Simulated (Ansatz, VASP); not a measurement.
**One calculation of BeTe, two programs**

File INCAR:

```
PREC     = Accurate       # precision mode
ENCUT    = 600            # plane-wave cutoff, eV
EDIFF    = 1E-6           # SCF threshold, eV
ISMEAR   = 0              # smearing method
SIGMA    = 0.1            # smearing width, eV
LREAL    = F              # projectors in reciprocal space
LASPH    = T              # aspherical terms in the spheres
NELM     = 120            # most SCF steps
ALGO     = Normal         # electronic algorithm
ISIF     = 2              # what is computed and relaxed
LWAVE    = F              # write WAVECAR
LCHARG   = F              # write CHGCAR
NBANDS   = 11             # bands
GGA_COMPAT= F
```

KPOINTS

```
Automatic mesh
0
Gamma
  6 6 6
```

POSCAR

```
BeTe
1.0
    0.0000000000      2.8100000000      2.8100000000
    2.8100000000      0.0000000000      2.8100000000
    2.8100000000      2.8100000000      0.0000000000
Be Te
1 1
Direct
    0.0000000000      0.0000000000      0.0000000000
    0.2500000000      0.2500000000      0.2500000000
```

Input for Ansatz:

```yaml
crystal:
  lattice:
    - [0.0, 2.81, 2.81]
    - [2.81, 0.0, 2.81]
    - [2.81, 2.81, 0.0]
  atoms:
    - { symbol: Be, position: [0.0, 0.0, 0.0] }
    - { symbol: Te, position: [0.25, 0.25, 0.25] }
basis:
  ecutwfc: 420
kpoints:
  mp_grid: { grid: [6, 6, 6] }
hamiltonian:
  xc: lda
  pseudopotentials: { kind: paw, azcp: { folder: soft_1 } }
scf:
  occupations: { method: gaussian, width: 0.1 }
output:
  forces: true
  stress: true
  eigenvalues: true
```

Alike in both runs: task single point; functional LDA; k mesh 6 × 6 × 6; occupations gaussian, width 0.1 eV; no spin polarisation.

```csv
,VASP,Ansatz
version,VASP 6.6.1,Ansatz 0.2.0
potentials or method,"VASP PAW LDA potentials, release 64 (Be, Te), cutoff 600 eV","scalar-relativistic, plane waves, PAW"
valence electrons in the cell,8,18
```

|  | VASP | Ansatz | Ansatz less VASP |
| --- | --- | --- | --- |
| gap on the k mesh at the Fermi level (eV) | 1.85 | 1.87 | +0.018 |
| least direct gap on the mesh (eV) | 3.58 | 3.61 | +0.035 |
| pressure (GPa) | -1.8 | -2.0 | -0.24 |

Ansatz warns that its potentials were made for another functional, while VASP's fit it. LDA's correlation is that of Perdew and Zunger in VASP and of Perdew and Wang (1992) in Ansatz. VASP's potentials hold 8 valence electrons a cell and Ansatz's 18, so a difference there can come from the potentials and not from the codes.

Spin-orbit coupling is off throughout.
